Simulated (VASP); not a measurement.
# N (P-3m1) in VASP: notebook

Runs on N. Level: PBE+D3(BJ). Tasks: single point.

All numbers are computed with VASP 6.6.1; they aren't measurements. Logs are shortened: lines on timing, memory, paths and dates and some standing lists are left out, and cuts for length are marked.

**1. The cell of the first run**

The structure is trigonal, space group P-3m1 (No. 164). The conventional cell has a = 3.817 Å, b = 3.817 Å, c = 15.329 Å, α = 90.00°, β = 90.00°, γ = 120.00°. Within 1.5 Å of N (site symmetry 3m) lie 1 N at 1.10 Å. N (site symmetry 3m) has 1 N at 1.10 Å within 1.5 Å. Within 1.5 Å of N (site symmetry 3m) lie 1 N at 1.10 Å. N (site symmetry 3m) has 1 N at 1.10 Å within 1.5 Å.

**2. Single point, PBE+D3(BJ)**

INCAR

```
PREC     = Accurate       # precision mode
ENCUT    = 520            # plane-wave cutoff, eV
EDIFF    = 1E-6           # SCF threshold, eV
ISMEAR   = 0              # smearing method
SIGMA    = 0.05           # smearing width, eV
LREAL    = False          # projectors in reciprocal space
LASPH    = True           # aspherical terms in the spheres
NELM     = 60             # most SCF steps
ALGO     = Normal         # electronic algorithm
ISIF     = 2              # what is computed and relaxed
LWAVE    = False          # write WAVECAR
LCHARG   = False          # write CHGCAR
GGA      = PE             # functional
IVDW     = 12             # dispersion correction
NBANDS   = 30             # bands
```

KPOINTS

```
Automatic mesh
0
Gamma
  7 7 2
```

POSCAR

```
N
1.0
   -3.8165516810      0.0000000000      0.0000000000
   -1.9082758405     -3.3052307106      0.0000000000
    0.0000000000      0.0000000000     15.3290392674
N
8
Direct
    0.3333333333      0.3333333333      0.8824087392
    0.3333333333      0.3333333333      0.3987176543
    0.3333333333      0.3333333333      0.8105100579
    0.3333333333      0.3333333333      0.3268189730
    0.6666666667      0.6666666667      0.1568721119
    0.6666666667      0.6666666667      0.6405631968
    0.6666666667      0.6666666667      0.0849734305
    0.6666666667      0.6666666667      0.5686645154
```

Potentials or basis: VASP PAW PBE potentials, release 64 (N).

Run with:

```sh
> cat potpaw_PBE.64/N/POTCAR > POTCAR
> mpirun -np 1 vasp_std > vasp.out
```

OUTCAR:

```text
PREC = Accurate
   ENCUT = 520
   EDIFF = 1E-6
   ISMEAR = 0
   LREAL = False
   LASPH = True
   NELM = 60
   ISIF = 2
   GGA = PE
   IVDW = 12
 IVDW          = 12

 ion  position               nearest neighbor table
   1  0.333  0.333  0.882-   3 1.10
   2  0.333  0.333  0.399-   4 1.10
   3  0.333  0.333  0.811-   1 1.10
   4  0.333  0.333  0.327-   2 1.10
   5  0.667  0.667  0.157-   7 1.10
   6  0.667  0.667  0.641-   8 1.10
   7  0.667  0.667  0.085-   5 1.10
   8  0.667  0.667  0.569-   6 1.10

  LATTYP: Found a hexagonal cell.
 ALAT       =     3.8165516810
 C/A-ratio  =     4.0164631711

  Lattice vectors:

 A1 = (   1.9082758405,   3.3052307106,   0.0000000000)
 A2 = (  -3.8165516810,   0.0000000000,   0.0000000000)
 A3 = (   0.0000000000,   0.0000000000,  15.3290392674)

Analysis of symmetry for initial positions (statically):
=====================================================================
 Subroutine PRICEL returns:
 Original cell was already a primitive cell.

 Routine SETGRP: Setting up the symmetry group for a
 hexagonal supercell.

 Subroutine GETGRP returns: Found 12 space group operations
 (whereof  6 operations were pure point group operations)
 out of a pool of 24 trial point group operations.

The static configuration has the point symmetry C_3v.
 The point group associated with its full space group is D_3d.

Analysis of symmetry for dynamics (positions and initial velocities):
=====================================================================
 Subroutine PRICEL returns:
 Original cell was already a primitive cell.

 Routine SETGRP: Setting up the symmetry group for a
 hexagonal supercell.

 Subroutine GETGRP returns: Found 12 space group operations
 (whereof  6 operations were pure point group operations)
 out of a pool of 24 trial point group operations.

The dynamic configuration has the point symmetry C_3v.
 The point group associated with its full space group is D_3d.

 Subroutine INISYM returns: Found 12 space group operations
 (whereof  6 operations are pure point group operations),
 and found     1 'primitive' translations

----------------------------------------------------------------------------------------

                                     Primitive cell

  volume of cell :     193.3695

  direct lattice vectors                    reciprocal lattice vectors
    -3.816551681  0.000000000  0.000000000    -0.262016627  0.151275370  0.000000000
    -1.908275840 -3.305230711  0.000000000     0.000000000 -0.302550741  0.000000000
     0.000000000  0.000000000 15.329039267     0.000000000  0.000000000  0.065235660

  length of vectors
     3.816551681  3.816551681 15.329039267     0.302550741  0.302550741  0.065235660

  position of ions in fractional coordinates (direct lattice)
     0.333333333  0.333333333  0.882408739
     0.333333333  0.333333333  0.398717654
     0.333333333  0.333333333  0.810510058
     0.333333333  0.333333333  0.326818973
     0.666666667  0.666666667  0.156872112
     0.666666667  0.666666667  0.640563197
     0.666666667  0.666666667  0.084973430
     0.666666667  0.666666667  0.568664515

  ion indices of the primitive-cell ions
   primitive index   ion index
                 1           1
                 2           2
                 3           3
                 4           4
                 5           5
                 6           6
                 7           7
                 8           8

----------------------------------------------------------------------------------------

 KPOINTS: Automatic mesh

Automatic generation of k-mesh.
 Grid dimensions read from file:
 generate k-points for:    7    7    2

 Generating k-lattice:

  Cartesian coordinates                     Fractional coordinates (reciprocal lattice)
    -0.037430947  0.021610767  0.000000000     0.142857143  0.000000000  0.000000000
     0.000000000 -0.043221534  0.000000000     0.000000000  0.142857143  0.000000000
     0.000000000  0.000000000  0.032617830     0.000000000  0.000000000  0.500000000

  Length of vectors
     0.043221534  0.043221534  0.032617830

  Shift w.r.t. Gamma in fractional coordinates (k-lattice)
     0.000000000  0.000000000  0.000000000

 Subroutine IBZKPT returns following result:
 ===========================================

 Found     16 irreducible k-points:

 Following reciprocal coordinates:
            Coordinates               Weight
  0.000000  0.000000  0.000000      1.000000
  0.142857 -0.000000  0.000000      6.000000
  0.285714  0.000000  0.000000      6.000000
  0.428571  0.000000  0.000000      6.000000
  0.285714  0.142857  0.000000      6.000000
  0.428571  0.142857  0.000000     12.000000
[... 8 lines left out ...]
 -0.428571  0.142857  0.500000      6.000000
 -0.428571  0.285714  0.500000      6.000000
   k-points           NKPTS =     16   k-points in BZ     NKDIM =     16   number of bands    NBANDS=     30
   number of dos      NEDOS =    301   number of ions     NIONS =      8
   total plane-waves  NPLWV =  94080
   dimension x,y,z NGX =    28 NGY =   28 NGZ =  120
   dimension x,y,z NGXF=    56 NGYF=   56 NGZF=  240
   ions per type =               8
   NGX,Y,Z   is equivalent  to a cutoff of  12.20, 12.20, 13.01 a.u.
   NGXF,Y,Z  is equivalent  to a cutoff of  24.39, 24.39, 26.03 a.u.
 SYSTEM =  unknown system
   PREC   = accura    normal or accurate (medium, high low for compatibility)
   ISTART =      0    job   : 0-new  1-cont  2-samecut
   ICHARG =      2    charge: 1-file 2-atom 10-const
   ISPIN  =      1    spin polarized calculation?
   LNONCOLLINEAR =      F non collinear calculations
   LSORBIT =      F    spin-orbit coupling
   LASPH  =      T    aspherical Exc in radial PAW
   ENCUT  =  520.0 eV  38.22 Ry    6.18 a.u.   7.10  7.10 28.50*2*pi/ulx,y,z
   NELM   =     60;   NELMIN=  2; NELMDL= -5     # of ELM steps
   EDIFF  = 0.1E-05   stopping-criterion for ELM
   LREAL  =      F    real-space projection
   EDIFFG = 0.1E-04   stopping-criterion for IOM
   NSW    =      0    number of steps for IOM
   IBRION =     -1    ionic relax: 0-MD 1-quasi-New 2-CG
   NFREE  =      0    steps in history (QN), initial steepest desc. (CG)
   ISIF   =      2    stress and relaxation
   ISYM   =      2    0-nonsym 1-usesym 2-fastsym
   POTIM  = 0.5000    time-step for ionic-motion
   TEBEG  =    0.0;   TEEND  =   0.0 temperature during run
   PSTRESS=    0.0 pullay stress
   NELECT =      40.0000    total number of electrons
   NUPDOWN=      -1.0000    fix difference up-down
   EMIN   =  10.00;   EMAX   =-10.00  energy-range for DOS
   EFERMI =   0.00;   METHOD = LEGACY
   ISMEAR =     0;   SIGMA  =   0.05  broadening in eV -4-tet -1-fermi 0-gaus
   EFERMI_NEDOS =   21; number of points for ismear=-14 and -15
   IALGO  =     38    algorithm
   IMIX   =      4    mixing-type and parameters
     AMIX     =   0.40;   BMIX     =  1.00
     AMIX_MAG =   1.60;   BMIX_MAG =  1.00
  volume/ion in A,a.u.               =      24.17       163.12
  Fermi-wavevector in a.u.,A,eV,Ry     =   0.968201  1.829635 12.754281  0.937413
  Thomas-Fermi vector in A             =   2.098151
   LORBIT       =      0    0 simple, 1 ext, 2 COOP (PROOUT), +10 PAW based schemes
   GGA     = PE    functional components
   LHFCALC =     F    Hartree Fock is set to
   AEXX    =    0.0000 exact exchange contribution
   IVDW    =    12    specifies the selected vdW correction
   LEPSILON=     F    determine dielectric tensor
   LRPA    =     F    only Hartree local field effects (RPA)
 non-spin polarized calculation
 Gauss-broadening in eV      SIGMA  =   0.05
  energy-cutoff  :      520.00
  volume of cell :      193.37
 maximum number of plane-waves:      5238
   NGX = 15   NGY = 15   NGZ = 57

 number of electron      39.9999996 magnetization

 Free energy of the ion-electron system (eV)
  ---------------------------------------------------
  ext. energy  EPLUGINS =         0.00000000
  ---------------------------------------------------
  free energy    TOTEN  =       -66.57327393 eV

  energy without entropy =      -66.57327393  energy(sigma->0) =      -66.57327393

 E-fermi :  -6.3154     XC(G=0):  -6.1914

 val. band max:       -6.6257154620   @ k =   0.1429  -0.0000   0.0000
 cond. band min:       0.5437183393   @ k =  -0.4286   0.1429   0.0000
 fundamental gap:      7.1694338012
 Fermi energy:        -6.3153732127

 k-point     1 :       0.0000    0.0000    0.0000
  band No.  band energies     occupation
      1     -25.1564      2.00000
      2     -25.1495      2.00000
      3     -25.1452      2.00000
      4     -25.1386      2.00000
      5     -10.6647      2.00000
      6     -10.4259      2.00000
[... 22 lines left out ...]
     29       3.7484      0.00000
     30       3.9609      0.00000

 k-point     2 :       0.1429   -0.0000    0.0000
  band No.  band energies     occupation
      1     -25.1487      2.00000
      2     -25.1423      2.00000
      3     -25.1385      2.00000
      4     -25.1325      2.00000
      5     -10.6103      2.00000
      6     -10.3905      2.00000
[... 22 lines left out ...]
     29       3.9976      0.00000
     30       4.2272      0.00000

 k-point     3 :       0.2857    0.0000    0.0000
  band No.  band energies     occupation
      1     -25.1311      2.00000
      2     -25.1264      2.00000
      3     -25.1235      2.00000
      4     -25.1192      2.00000
      5     -10.4723      2.00000
      6     -10.3068      2.00000
[... 418 lines left out ...]
     29       5.7978      0.00000
     30       5.8341      0.00000

 k-point    16 :      -0.4286    0.2857    0.5000
  band No.  band energies     occupation
      1     -25.1093      2.00000
      2     -25.1083      2.00000
      3     -25.1068      2.00000
      4     -25.1063      2.00000
      5     -10.2360      2.00000
      6     -10.2139      2.00000
[... 22 lines left out ...]
     29       5.8212      0.00000
     30       5.8638      0.00000

------------------------ aborting loop because EDIFF is reached ----------------------------------------

 Edisp (eV)   -0.39774

 E8    (eV) :    -0.0930

  FORCE on cell =-STRESS in cart. coord.  units (eV):
  Direction    XX          YY          ZZ          XY          YZ          ZX
  --------------------------------------------------------------------------------------
  -------------------------------------------------------------------------------------
  Total      -0.27770    -0.27770     7.28603     0.00000     0.00000     0.00000
  in kB      -2.30093    -2.30093    60.36900     0.00000     0.00000     0.00000
  external pressure =       18.59 kB  Pullay stress =        0.00 kB

 VOLUME and BASIS-vectors are now :
 -----------------------------------------------------------------------------
  energy-cutoff  :      520.00
  volume of cell :      193.37
      direct lattice vectors                 reciprocal lattice vectors
    -3.816551681  0.000000000  0.000000000    -0.262016627  0.151275370  0.000000000
    -1.908275840 -3.305230711  0.000000000     0.000000000 -0.302550741  0.000000000
     0.000000000  0.000000000 15.329039267     0.000000000  0.000000000  0.065235660

 POSITION                                       TOTAL-FORCE (eV/Angst)
 -----------------------------------------------------------------------------------
     -1.90828     -1.10174     13.52648        -0.000000      0.000000      1.770821
     -1.90828     -1.10174      6.11196         0.000000     -0.000000      1.739721
     -1.90828     -1.10174     12.42434        -0.000000      0.000000     -1.740741
     -1.90828     -1.10174      5.00982         0.000000      0.000000     -1.739401
     -3.81655     -2.20349      2.40470         0.000000      0.000000      1.740741
     -3.81655     -2.20349      9.81922         0.000000      0.000000      1.739401
     -3.81655     -2.20349      1.30256         0.000000     -0.000000     -1.770821
     -3.81655     -2.20349      8.71708        -0.000000      0.000000     -1.739721
 -----------------------------------------------------------------------------------
    total drift:                                0.000000      0.000000     -0.000047

  FREE ENERGIE OF THE ION-ELECTRON SYSTEM (eV)
  ---------------------------------------------------
  free  energy   TOTEN  =       -66.9710091126 eV

  energy  without entropy=      -66.9710091126  energy(sigma->0) =      -66.97100911
```

Wall time 44 s (1 thread of Intel Xeon 6975P-C (Granite Rapids), shared host); peak memory 0.31 GiB.

What came out:

- Free energy: -66.9710 eV
- Pressure: 1.9 GPa
- Largest force: 1.771 eV/Å
- Band gap on the k mesh: 7.17 eV, indirect (least direct gap 7.25 eV)
- Dispersion energy per atom: -0.050 eV

Forces in eV/Å, atoms in the order of the input:
```
N    0.000  0.000  1.771
N    0.000  0.000  1.740
N    0.000  0.000 -1.741
N    0.000  0.000 -1.739
N    0.000  0.000  1.741
N    0.000  0.000  1.739
N    0.000  0.000 -1.771
N    0.000  0.000 -1.740
```

Caveat: the standard files for N, O and F lose accuracy on very short bonds; forces of over 1 eV/Å act on the atoms, so gaps and moduli don't describe the material at rest.

**3. Single point, PBE+D3(BJ)**

This run uses another cell than the first one, of 24.57 Å³/atom, 1.016 times its volume.

INCAR

```
SYSTEM = N
  ALGO = Normal
  EDIFF = 1E-7
  ENCUT = 520
  GGA = PE
  ISIF = 2
  ISMEAR = 0
  IVDW = 12
  LASPH = .TRUE.
  LCHARG = .FALSE.
  LREAL = .FALSE.
  LWAVE = .FALSE.
  NBANDS = 30
  NELM = 60
  PREC = Accurate
  SIGMA = 0.05
```

KPOINTS

```
k-points
0
G
  7 7 2
  0 0 0
```

POSCAR

```
N
1.0
   -3.8165516810      0.0000000000      0.0000000000
   -1.9082758405     -3.3052307106      0.0000000000
    0.0000000000      0.0000000000     15.5790392674
N
8
Direct
    0.3333333333      0.3333333333      0.8682485474
    0.3333333333      0.3333333333      0.3923193514
    0.3333333333      0.3333333333      0.7975036388
    0.3333333333      0.3333333333      0.3215744427
    0.6666666667      0.6666666667      0.1543547533
    0.6666666667      0.6666666667      0.6302839494
    0.6666666667      0.6666666667      0.0836098447
    0.6666666667      0.6666666667      0.5595390407
```

Potentials or basis: VASP PAW PBE potentials, release 64 (N).

Run with:

```sh
> cat potpaw_PBE.64/N/POTCAR > POTCAR
> mpirun -np 1 vasp_std > vasp.out
```

It took 50 s on 1 thread of Intel Xeon 6975P-C (Granite Rapids), shared host; peak memory 0.31 GiB.

Results (log left out):

```yaml
Free_energy: -66.9641 eV
Pressure: 1.8 GPa
Largest_force: 1.772 eV/Å
Band_gap_on_the_k_mesh: 7.19 eV, indirect (least direct gap 7.27 eV)
Dispersion_energy_per_atom: -0.049 eV
```

Forces in eV/Å, atoms in the order of the input:
```
N    0.000  0.000  1.772
N    0.000  0.000  1.739
N    0.000  0.000 -1.742
N    0.000  0.000 -1.739
N    0.000  0.000  1.742
N    0.000  0.000  1.739
N    0.000  0.000 -1.772
N    0.000  0.000 -1.739
```

Stress tensor (GPa, compression positive):
```
-0.23  0.00  0.00
 0.00 -0.23  0.00
 0.00  0.00  5.93
```

Levels at points of the mesh, in eV from the valence-band top:
| k point | band 17 | band 18 | band 19 | band 20 | band 21 | band 22 | band 23 | band 24 |
| --- | --- | --- | --- | --- | --- | --- | --- | --- |
| (0.00, 0.00, 0.00) | -0.99 | -0.57 | -0.37 | -0.01 | 8.17 | 8.17 | 8.27 | 8.27 |
| (0.00, 0.00, 0.50) | -0.91 | -0.73 | -0.23 | -0.06 | 8.18 | 8.18 | 8.24 | 8.24 |

Caveat: the standard files for N, O and F lose accuracy on very short bonds; forces of over 1 eV/Å act on the atoms, so gaps and moduli don't describe the material at rest. As with any semilocal functional, this PBE gap is likely too small.
